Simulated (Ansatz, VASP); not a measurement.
## HfBr in VASP and in Ansatz

```
Hf Br
1.0
     0.00000    2.79125    2.79125
     2.79125    0.00000    2.79125
     2.79125    2.79125    0.00000
Hf Br
1 1
Cartesian
  0.0000 0.0000 0.0000
  2.7913 2.7913 2.7913
```

Alike in both runs: task relaxation of cell and atoms; functional PBE; k mesh 18 × 18 × 18; occupations gaussian, width 0.1 eV; no spin polarisation.

|  | VASP | Ansatz |
| --- | --- | --- |
| version | VASP 6.6.1 | Ansatz 0.2.0 |
| potentials or method | VASP PAW PBE potentials, release 64 (Hf_pv, Br), cutoff 600 eV | scalar-relativistic, plane waves, PAW |
| valence electrons in the cell | 17 | 33 |

```csv
,VASP,Ansatz,Ansatz less VASP
"gap on the k mesh at the Fermi level, each at its own relaxed structure (eV)",none,none,-
relaxed volume (Å³/atom),21.61,21.80,+0.184
relaxed cell length with the largest relative difference (Å),3.939,3.950,+0.0112
```

A gap of «none» marks a metal or a gap that the smearing closes. VASP's potentials hold 17 valence electrons a cell and Ansatz's 33, so a difference there can come from the potentials and not from the codes.

Neither program's run includes spin-orbit coupling. Noted on VASP's run: too few bands were computed for a metal, which touches its energy and stress.
